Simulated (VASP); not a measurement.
# WS2 (P-3m1) in VASP: notebook, part 2 of 2

VASP 6.6.1.

## Step 3: Single point, PBE

Contents of INCAR:

```
PREC     = Accurate       # precision mode
ENCUT    = 520            # plane-wave cutoff, eV
EDIFF    = 1E-6           # SCF threshold, eV
ISMEAR   = -1             # smearing method
SIGMA    = 0.02           # smearing width, eV
LREAL    = F              # projectors in reciprocal space
LASPH    = T              # aspherical terms in the spheres
NELM     = 60             # most SCF steps
ALGO     = Normal         # electronic algorithm
ISIF     = 2              # what is computed and relaxed
LWAVE    = F              # write WAVECAR
LCHARG   = F              # write CHGCAR
GGA      = PE             # functional
NBANDS   = 20             # bands
```

Contents of KPOINTS:

```
regular mesh
0
Gamma
  6 6 4
```

Contents of POSCAR:

```
WS2
1.0
    3.2287644061      0.0000000000      0.0000000000
   -1.6143822031      2.7961919985      0.0000000000
    0.0000000000      0.0000000000      5.9936451124
W S
1 2
Direct
    0.0000000000      0.0000000000      0.0000000000
    0.3333333333      0.6666666667      0.2566832689
    0.6666666667      0.3333333333      0.7433167311
```

Potentials or basis: VASP PAW PBE potentials, release 64 (W_sv, S).

Launch:

```sh
> cat potpaw_PBE.64/W_sv/POTCAR potpaw_PBE.64/S/POTCAR > POTCAR
> mpirun -np 1 vasp_std > vasp.out
```

OUTCAR:

```text
PREC = Accurate
   ENCUT = 520
   EDIFF = 1E-6
   ISMEAR = -1
   LREAL = F
   LASPH = T
   NELM = 60
   ISIF = 2
   GGA = PE

 ion  position               nearest neighbor table
   1  0.000  0.000  0.000-   2 2.42   3 2.42   3 2.42   2 2.42   3 2.42   2 2.42
   2  0.333  0.667  0.257-   1 2.42   1 2.42   1 2.42
   3  0.667  0.333  0.743-   1 2.42   1 2.42   1 2.42

  LATTYP: Found a hexagonal cell.
 ALAT       =     3.2287644061
 C/A-ratio  =     1.8563277956

  Lattice vectors:

 A1 = (   3.2287644061,   0.0000000000,   0.0000000000)
 A2 = (  -1.6143822031,   2.7961919985,   0.0000000000)
 A3 = (   0.0000000000,   0.0000000000,   5.9936451124)

Analysis of symmetry for initial positions (statically):
=====================================================================
 Subroutine PRICEL returns:
 Original cell was already a primitive cell.

 Routine SETGRP: Setting up the symmetry group for a
 hexagonal supercell.

 Subroutine GETGRP returns: Found 12 space group operations
 (whereof 12 operations were pure point group operations)
 out of a pool of 24 trial point group operations.

The static configuration has the point symmetry D_3d.

Analysis of symmetry for dynamics (positions and initial velocities):
=====================================================================
 Subroutine PRICEL returns:
 Original cell was already a primitive cell.

 Routine SETGRP: Setting up the symmetry group for a
 hexagonal supercell.

 Subroutine GETGRP returns: Found 12 space group operations
 (whereof 12 operations were pure point group operations)
 out of a pool of 24 trial point group operations.

The dynamic configuration has the point symmetry D_3d.

 Subroutine INISYM returns: Found 12 space group operations
[... 109 lines left out ...]
   NELECT =      26.0000    total number of electrons
   NUPDOWN=      -1.0000    fix difference up-down
   EMIN   =  10.00;   EMAX   =-10.00  energy-range for DOS
   EFERMI =   0.00;   METHOD = LEGACY
   ISMEAR =    -1;   SIGMA  =   0.02  broadening in eV -4-tet -1-fermi 0-gaus
   EFERMI_NEDOS =   21; number of points for ismear=-14 and -15
   IALGO  =     38    algorithm
   IMIX   =      4    mixing-type and parameters
     AMIX     =   0.40;   BMIX     =  1.00
     AMIX_MAG =   1.60;   BMIX_MAG =  1.00
  volume/ion in A,a.u.               =      18.04       121.72
  Fermi-wavevector in a.u.,A,eV,Ry     =   1.282236  2.423074 22.369721  1.644128
  Thomas-Fermi vector in A             =   2.414559
   LORBIT       =      0    0 simple, 1 ext, 2 COOP (PROOUT), +10 PAW based schemes
   GGA     = PE    functional components
   LHFCALC =     F    Hartree Fock is set to
   AEXX    =    0.0000 exact exchange contribution
   IVDW    =     0    specifies the selected vdW correction
   LEPSILON=     F    determine dielectric tensor
   LRPA    =     F    only Hartree local field effects (RPA)
 non-spin polarized calculation
  energy-cutoff  :      520.00
  volume of cell :       54.11
 maximum number of plane-waves:      1506
   NGX = 13   NGY = 13   NGZ = 23

 number of electron      26.0000002 magnetization

 Free energy of the ion-electron system (eV)
  ---------------------------------------------------
  ext. energy  EPLUGINS =         0.00000000
  ---------------------------------------------------
  free energy    TOTEN  =       -22.78072277 eV

  energy without entropy =      -22.77996795  energy(sigma->0) =      -22.78034536

 E-fermi :   7.4748     XC(G=0): -10.8907

 val. band max:        7.2528514683   @ k =   0.0000   0.0000   0.2500
 cond. band min:       7.5069834532   @ k =   0.1667   0.1667   0.5000
 fundamental gap:      0.2541319849
 Fermi energy:         7.4747521148

 k-point     1 :       0.0000    0.0000    0.0000
  band No.  band energies     occupation
      1     -67.4543      2.00000
      2     -31.6203      2.00000
      3     -31.6203      2.00000
      4     -31.5669      2.00000
      5      -8.1042      2.00000
      6      -6.1399      2.00000
[... 541 lines left out ...]
     19      14.9835      0.00000
     20      15.3822      0.00000

------------------------ aborting loop because EDIFF is reached ----------------------------------------

  FORCE on cell =-STRESS in cart. coord.  units (eV):
  Direction    XX          YY          ZZ          XY          YZ          ZX
  --------------------------------------------------------------------------------------
  -------------------------------------------------------------------------------------
  Total        0.6638425      0.6638425      1.7519447     -0.0000000      0.0000000     -0.0000000
  in kB       19.6553731     19.6553731     51.8724312     -0.0000000      0.0000000     -0.0000000
  external PRESSURE =      30.3943925 kB  Pullay stress =       0.0000000 kB

 VOLUME and BASIS-vectors are now :
 -----------------------------------------------------------------------------
  energy-cutoff  :      520.00
  volume of cell :       54.11
      direct lattice vectors                 reciprocal lattice vectors
     3.228764406  0.000000000  0.000000000     0.309716001  0.178814617  0.000000000
    -1.614382203  2.796191998  0.000000000     0.000000000  0.357629233  0.000000000
     0.000000000  0.000000000  5.993645112     0.000000000  0.000000000  0.166843378

 POSITION                                       TOTAL-FORCE (eV/Angst)
 -----------------------------------------------------------------------------------
      0.00000      0.00000      0.00000        -0.000000     -0.000000      0.000000
     -0.00000      1.86413      1.53847        -0.000000      0.000000      0.263666
      1.61438      0.93206      4.45518         0.000000     -0.000000     -0.263666
 -----------------------------------------------------------------------------------
    total drift:                                0.000000      0.000000      0.000000

  FREE ENERGIE OF THE ION-ELECTRON SYSTEM (eV)
  ---------------------------------------------------
  free  energy   TOTEN  =       -22.7807227740 eV

  energy  without entropy=      -22.7799679509  energy(sigma->0) =      -22.78034536
```

OSZICAR:

```text
N       E                     dE             d eps       ncg     rms          rms(c)
DAV:   1     0.201015252373E+03    0.20102E+03   -0.12889E+04   960   0.129E+03
DAV:   2    -0.135107718340E+02   -0.21453E+03   -0.20713E+03  1120   0.342E+02
DAV:   3    -0.241157873934E+02   -0.10605E+02   -0.10463E+02  1196   0.717E+01
DAV:   4    -0.242824925069E+02   -0.16671E+00   -0.16652E+00  1124   0.951E+00
DAV:   5    -0.242853589544E+02   -0.28664E-02   -0.28663E-02  1216   0.132E+00    0.253E+01
DAV:   6    -0.229977208393E+02    0.12876E+01   -0.87850E+00  1044   0.182E+01    0.109E+01
DAV:   7    -0.228377571862E+02    0.15996E+00   -0.19281E+00  1008   0.738E+00    0.582E+00
DAV:   8    -0.227812803376E+02    0.56477E-01   -0.32459E-01  1100   0.356E+00    0.125E+00
DAV:   9    -0.227810023701E+02    0.27797E-03   -0.11406E-02  1104   0.766E-01    0.496E-01
DAV:  10    -0.227807431590E+02    0.25921E-03   -0.42935E-03  1092   0.438E-01    0.746E-02
DAV:  11    -0.227807036986E+02    0.39460E-04   -0.73619E-04  1068   0.171E-01    0.578E-02
DAV:  12    -0.227807128696E+02   -0.91709E-05   -0.63219E-05  1104   0.570E-02    0.149E-02
DAV:  13    -0.227807231211E+02   -0.10252E-04   -0.13926E-05  1092   0.253E-02    0.104E-02
DAV:  14    -0.227807227740E+02    0.34709E-06   -0.95809E-07   728   0.587E-03
   1 F= -.22780723E+02 E0= -.22780345E+02  d E =-.754823E-03
```

stdout:

```text
POSCAR found type information on POSCAR W S
 POSCAR found :  2 types and       3 ions
 scaLAPACK will be used
 LDA part: xc-table for (Slater+PW92), standard interpolation
 POSCAR, INCAR and KPOINTS ok, starting setup
 FFT: planning ... GRIDC
 FFT: planning ... GRID_SOFT
 FFT: planning ... GRID
 WAVECAR not read
 entering main loop
```

Wall time 22 s (1 thread of Intel Xeon Platinum 8375C at 2.90GHz (Ice Lake), shared host); peak memory 0.17 GiB.

What came out:

```
Free energy            : -22.7807 eV
Pressure               : 3.0 GPa
Largest force          : 0.264 eV/Å
Band gap on the k mesh : zero (band 13 reaches 8.20 eV, above the bottom of band 14 at 6.75 eV)
```

Forces in eV/Å, atoms in the order of the input:
```
W    0.000  0.000  0.000
S    0.000  0.000  0.264
S    0.000  0.000 -0.264
```

Stress tensor (GPa, compression positive):
```
1.97 0.00 0.00
0.00 1.97 0.00
0.00 0.00 5.19
```

Levels at points of the mesh, in eV from the Fermi level:
```csv
k point,band 11,band 12,band 13,band 14,band 15,band 16
"(0.00, 0.00, 0.00)",-1.08,-0.82,-0.82,-0.59,-0.59,3.36
"(0.50, 0.00, 0.00)",-3.78,-2.19,-1.77,1.53,2.26,3.58
"(0.00, 0.00, 0.50)",-0.83,-0.83,-0.72,-0.72,0.14,3.70
"(0.50, 0.00, 0.50)",-2.59,-2.31,-1.91,1.52,2.27,3.61
```

Caveat: the k points lie up to 0.37 Å⁻¹ apart; spin-orbit coupling is left out, which moves the levels of the heavy elements; this functional lacks dispersion, which binds the layers, so the pressure and a relaxed spacing across them are unreliable.
